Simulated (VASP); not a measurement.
GaAs, 2 atoms in the cell. It takes space group F-43m (No. 216, cubic). Conventional cell: a = 5.778 Å, b = 5.778 Å, c = 5.778 Å, α = 90.00°, β = 90.00°, γ = 90.00°. Ga (site symmetry -43m) has 4 As at 2.50 Å within 3.3 Å. As (site symmetry -43m) has 4 Ga at 2.50 Å within 3.3 Å.  This cell differs from its parent crystal: volume scaled by 1.06.

| Quantity | Value |
| --- | --- |
| Program | VASP 6.6.1 |
| Task | single point |
| Functional | r2SCAN |
| Potentials or basis | VASP PAW PBE potentials, release 64 (Ga_d, As) |
| Cutoff | 520 eV |
| k mesh | 8 × 8 × 8 |
| Occupations | gaussian, width 0.02 eV |
| Spin | no spin polarisation |
| Dipole correction | no |
| Further INCAR settings | ALGO = Normal; EDIFF = 1e-06; NBANDS = 16 |

Potentials or basis: VASP PAW PBE potentials, release 64 (Ga_d, As).

Run with:

```sh
$ cat potpaw_PBE.64/Ga_d/POTCAR potpaw_PBE.64/As/POTCAR > POTCAR
$ cp INCAR.step1 INCAR
$ mpirun -np 1 vasp_std > vasp.out
$ cp INCAR.step2 INCAR
$ mpirun -np 1 vasp_std > vasp.out
```

Hardware: 1 thread of AMD EPYC 7R43 64-Core Processor (Zen 3) (shared host).

Question: How long does it take, and how much memory?

Answer: Run time: 120 s on 1 thread of AMD EPYC 7R43 64-Core Processor (Zen 3), with other jobs on the host, peak memory 0.15 GiB. Counts: k points 29.
